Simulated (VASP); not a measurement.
Set up this calculation in VASP 6.6.1, as the native input.

- Task: density of states
- Functional: PBE
- Potentials or basis: VASP PAW PBE potentials, release 64 (S)
- Cutoff: 520 eV
- k mesh: 13 × 13 × 13
- Occupations: fermi-dirac, width 0.08 eV
- Spin: no spin polarisation
- Dipole correction: no
- k mesh for the DOS: 20 × 20 × 20
- Occupations for the DOS: tetrahedron
- Further INCAR settings: ALGO = Normal; EDIFF = 1e-06

S:

```
CELL_PARAMETERS angstrom
0.00000 2.50750 2.50750
2.50750 0.00000 2.50750
2.50750 2.50750 0.00000
ATOMIC_POSITIONS crystal
S 0.87500 0.87500 0.87500
S 0.12500 0.12500 0.12500
```

This cell differs from its parent crystal: volume scaled by 0.65.

The input as run:

POSCAR

```
S
1.0
    0.0000000000      2.5075024785      2.5075024785
    2.5075024785      0.0000000000      2.5075024785
    2.5075024785      2.5075024785      0.0000000000
S
2
Direct
   -0.1250000000     -0.1250000000     -0.1250000000
    0.1250000000      0.1250000000      0.1250000000
```

INCAR.step1

```
PREC     = Accurate       # precision mode
ENCUT    = 520            # plane-wave cutoff, eV
EDIFF    = 1E-6           # SCF threshold, eV
ISMEAR   = -1             # smearing method
SIGMA    = 0.08           # smearing width, eV
LREAL    = F              # projectors in reciprocal space
LASPH    = T              # aspherical terms in the spheres
NELM     = 100            # most SCF steps
ALGO     = Normal         # electronic algorithm
ISIF     = 2              # what is computed and relaxed
LWAVE    = F              # write WAVECAR
LCHARG   = T              # write CHGCAR
GGA      = PE             # functional
NBANDS   = 13             # bands
```

KPOINTS.step1

```
regular mesh
0
Gamma
  13 13 13
```

INCAR.step2

```
PREC     = Accurate       # precision mode
ENCUT    = 520            # plane-wave cutoff, eV
EDIFF    = 1E-6           # SCF threshold, eV
ISMEAR   = -5             # smearing method
SIGMA    = 0.08           # smearing width, eV
LREAL    = F              # projectors in reciprocal space
LASPH    = T              # aspherical terms in the spheres
NELM     = 100            # most SCF steps
ALGO     = Normal         # electronic algorithm
ISIF     = 2              # what is computed and relaxed
LWAVE    = F              # write WAVECAR
LCHARG   = F              # write CHGCAR
GGA      = PE             # functional
LORBIT   = 11             # projections on sites
NEDOS    = 2001           # points of the DOS
ICHARG   = 11             # starting density
```

KPOINTS.step2

```
regular mesh
0
Gamma
  20 20 20
```

Potentials or basis: VASP PAW PBE potentials, release 64 (S).

Run with:

```console
$ cat potpaw_PBE.64/S/POTCAR > POTCAR
$ cp INCAR.step1 INCAR
$ cp KPOINTS.step1 KPOINTS
$ mpirun -np 1 vasp_std > vasp.out
$ cp INCAR.step2 INCAR
$ cp KPOINTS.step2 KPOINTS
$ mpirun -np 1 vasp_std > vasp.out
```

It gave:

- Valence electrons inside the program's atomic spheres: S 3.61

Run time: 72 s on 1 thread of AMD EPYC 7R13 Processor (Zen 3), on a shared host, peak memory 0.16 GiB.
